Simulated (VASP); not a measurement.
# GaB (P4/mmm) in VASP: notebook, part 2 of 2

VASP 6.6.1.

## 3. Single point, PBE

This run uses another cell than the first one, of 11.96 Å³/atom, 1.020 times its volume.

INCAR

```
SYSTEM = GaB
PREC     = Accurate       ! precision mode
ENCUT    = 520            ! plane-wave cutoff, eV
EDIFF    = 1E-7           ! SCF threshold, eV
ISMEAR   = -1             ! smearing method
SIGMA    = 0.05           ! smearing width, eV
LREAL    = .FALSE.        ! projectors in reciprocal space
LASPH    = .TRUE.         ! aspherical terms in the spheres
NELM     = 100            ! most SCF steps
ALGO     = Normal         ! electronic algorithm
ISIF     = 2              ! what is computed and relaxed
LWAVE    = .FALSE.        ! write WAVECAR
LCHARG   = .FALSE.        ! write CHGCAR
GGA      = PE             ! functional
NBANDS   = 15             ! bands
```

KPOINTS

```
regular mesh
0
G
  10 10 8
  0 0 0
```

POSCAR

```
GaB
1.0
    2.7182400000      0.0000000000      0.0000000000
    0.0000000000      2.7182400000      0.0000000000
    0.0000000000      0.0000000000      3.2362100000
Ga B
1 1
Direct
    0.5000000000      0.5000000000      0.5000000000
    0.0000000000      0.0000000000      0.0000000000
```

Potentials or basis: VASP PAW PBE potentials, release 64 (Ga_d, B).

Command:

```
> cat potpaw_PBE.64/Ga_d/POTCAR potpaw_PBE.64/B/POTCAR > POTCAR
> mpirun -np 1 vasp_std > vasp.out
```

OUTCAR:

```text
SYSTEM = GaB
   PREC = Accurate
   ENCUT = 520
   EDIFF = 1E-7
   ISMEAR = -1
   LREAL = .FALSE.
   LASPH = .TRUE.
   NELM = 100
   ISIF = 2
   GGA = PE

 ion  position               nearest neighbor table
   1  0.500  0.500  0.500-   2 2.51   2 2.51   2 2.51   2 2.51   2 2.51   2 2.51   2 2.51   2 2.51

   2  0.000  0.000  0.000-   1 2.51   1 2.51   1 2.51   1 2.51   1 2.51   1 2.51   1 2.51   1 2.51

  LATTYP: Found a simple tetragonal cell.
 ALAT       =     2.7182400000
 C/A-ratio  =     1.1905534463

  Lattice vectors:

 A1 = (   2.7182400000,   0.0000000000,   0.0000000000)
 A2 = (   0.0000000000,   2.7182400000,   0.0000000000)
 A3 = (   0.0000000000,   0.0000000000,   3.2362100000)

Analysis of symmetry for initial positions (statically):
=====================================================================
 Subroutine PRICEL returns:
 Original cell was already a primitive cell.

 Routine SETGRP: Setting up the symmetry group for a
 simple tetragonal supercell.

 Subroutine GETGRP returns: Found 16 space group operations
 (whereof 16 operations were pure point group operations)
 out of a pool of 16 trial point group operations.

The static configuration has the point symmetry D_4h.

[... 166 lines left out ...]
 k-point     1 :       0.0000    0.0000    0.0000
  band No.  band energies     occupation
      1      -8.4151      2.00000
      2      -8.2571      2.00000
      3      -7.9447      2.00000
      4      -7.9447      2.00000
      5      -7.8996      2.00000
      6      -6.4392      2.00000
      7       5.2213      2.00000
      8       8.7877      0.00000
      9       9.5842      0.00000
     10       9.5842      0.00000
     11      16.0474      0.00000
     12      16.4576      0.00000
     13      20.1250      0.00000
     14      21.2931      0.00000
[... 401 lines left out ...]
      2      -8.1681      2.00000
      3      -8.0394      2.00000
      4      -7.9550      2.00000
      5      -7.9439      2.00000
      6      -5.4442      2.00000
      7       4.3649      2.00000
      8       5.7717      2.00000
      9      10.3724      0.00000
     10      11.1255      0.00000
     11      15.5918      0.00000
     12      17.0759      0.00000
     13      18.7680      0.00000
     14      20.2595      0.00000
     15      22.9606      0.00000

 [... further k-points ...]
[... 5 lines left out ...]
  --------------------------------------------------------------------------------------
  -------------------------------------------------------------------------------------
  Total        0.0557304      0.0557304     -0.0703734      0.0000000      0.0000000      0.0000000
  in kB        3.7341411      3.7341411     -4.7152733      0.0000000      0.0000000      0.0000000
  external PRESSURE =       0.9176696 kB  Pullay stress =       0.0000000 kB

 VOLUME and BASIS-vectors are now :
 -----------------------------------------------------------------------------
  energy-cutoff  :      520.00
  volume of cell :       23.91
      direct lattice vectors                 reciprocal lattice vectors
     2.718240000  0.000000000  0.000000000     0.367885102  0.000000000  0.000000000
     0.000000000  2.718240000  0.000000000     0.000000000  0.367885102  0.000000000
     0.000000000  0.000000000  3.236210000     0.000000000  0.000000000  0.309003433

 POSITION                                       TOTAL-FORCE (eV/Angst)
 -----------------------------------------------------------------------------------
      1.35912      1.35912      1.61810         0.000000      0.000000      0.000000
      0.00000      0.00000      0.00000         0.000000      0.000000      0.000000
 -----------------------------------------------------------------------------------
    total drift:                               -0.000000      0.000000      0.000000

  FREE ENERGIE OF THE ION-ELECTRON SYSTEM (eV)
  ---------------------------------------------------
  free  energy   TOTEN  =        -7.1508136718 eV

  energy  without entropy=       -7.1454746805  energy(sigma->0) =       -7.14814418
```

stdout:

```text
POSCAR found type information on POSCAR GaB
 POSCAR found :  2 types and       2 ions
 scaLAPACK will be used
 LDA part: xc-table for (Slater+PW92), standard interpolation
 POSCAR, INCAR and KPOINTS ok, starting setup
 FFT: planning ... GRIDC
 FFT: planning ... GRID_SOFT
 FFT: planning ... GRID
 WAVECAR not read
 entering main loop
```

Run time: 24 s. Hardware: 1 thread of Intel Xeon Platinum 8488C (Sapphire Rapids), shared host; peak memory 0.15 GiB.

What came out:

```
Free energy            : -7.1508 eV
Pressure               : 0.1 GPa
Band gap on the k mesh : zero (band 8 reaches 11.22 eV, above the bottom of band 9 at 2.67 eV)
```

Levels at points of the mesh, in eV from the Fermi level:
| k point | band 6 | band 7 | band 8 | band 9 | band 10 | band 11 |
| --- | --- | --- | --- | --- | --- | --- |
| (0.00, 0.00, 0.00) | -13.31 | -1.65 | 1.92 | 2.71 | 2.71 | 9.18 |
| (0.50, 0.00, 0.00) | -8.60 | -8.22 | 1.92 | 5.08 | 5.53 | 5.54 |
| (0.50, 0.50, 0.00) | -4.45 | -4.45 | -3.52 | -1.93 | 3.29 | 7.69 |
| (0.00, 0.00, 0.50) | -9.91 | -9.81 | 4.35 | 4.35 | 7.99 | 9.63 |
| (0.50, 0.00, 0.50) | -5.44 | -5.30 | -5.04 | -4.20 | 5.48 | 10.27 |
| (0.50, 0.50, 0.50) | -1.99 | -1.30 | -1.30 | -0.39 | 0.15 | 0.15 |

## 4. Single point, PBE

This run uses another cell than the first one, of 12.20 Å³/atom, 1.041 times its volume.

INCAR

```
SYSTEM = GaB
  ALGO = Normal
  EDIFF = 1E-7
  ENCUT = 520
  GGA = PE
  ISIF = 2
  ISMEAR = -1
  LASPH = .True.
  LCHARG = .False.
  LREAL = .False.
  LWAVE = .False.
  NBANDS = 15
  NELM = 100
  PREC = Accurate
  SIGMA = 0.05
```

KPOINTS

```
k-points
0
Gamma
  10 10 8
  0 0 0
```

POSCAR

```
GaB
1.0
    2.7362421140      0.0000000000      0.0000000000
    0.0000000000      2.7362421140      0.0000000000
    0.0000000000      0.0000000000      3.2576424789
Ga B
1 1
Direct
    0.5000000000      0.5000000000      0.5000000000
    0.0000000000      0.0000000000      0.0000000000
```

Command:

```
> cat potpaw_PBE.64/Ga_d/POTCAR potpaw_PBE.64/B/POTCAR > POTCAR
> mpirun -np 1 vasp_std > vasp.out
```

Run time: 27 s. Hardware: 1 thread of Intel Xeon Platinum 8488C (Sapphire Rapids), shared host; peak memory 0.15 GiB.

Results (log left out):

```
Free energy            : -7.1482 eV
Pressure               : -1.8 GPa
Band gap on the k mesh : zero (band 8 reaches 10.95 eV, above the bottom of band 9 at 2.46 eV)
```

Stress tensor (GPa, compression positive):
```
-1.43  0.00  0.00
 0.00 -1.43  0.00
 0.00  0.00 -2.63
```

Levels at points of the mesh, in eV from the Fermi level:
```csv
k point,band 6,band 7,band 8,band 9,band 10,band 11
"(0.00, 0.00, 0.00)",-13.13,-1.60,1.80,2.69,2.69,9.05
"(0.50, 0.00, 0.00)",-8.49,-8.11,1.90,5.01,5.39,5.42
"(0.50, 0.50, 0.00)",-4.35,-4.35,-3.54,-1.96,3.26,7.58
"(0.00, 0.00, 0.50)",-9.79,-9.68,4.29,4.29,7.80,9.49
"(0.50, 0.00, 0.50)",-5.32,-5.18,-5.04,-4.20,5.40,10.10
"(0.50, 0.50, 0.50)",-2.05,-1.26,-1.26,-0.36,0.18,0.18
```

## 5. The runs side by side

```tsv
cell	gap on the mesh (eV)	pressure (GPa)
a = 2.700, b = 2.700, c = 3.214 Å, 2 atoms	none	2.3
a = 2.718, b = 2.718, c = 3.236 Å, 2 atoms	none	0.1
a = 2.736, b = 2.736, c = 3.258 Å, 2 atoms	none	-1.8
```

Alike in all rows: task single point; level PBE; potentials or basis VASP PAW PBE potentials, release 64 (Ga_d, B); no spin polarisation; k mesh 10 × 10 × 8; cutoff (eV) 520; smearing fermi-dirac 0.05 eV.

Absolute energies hang on the potentials; compare differences alone.
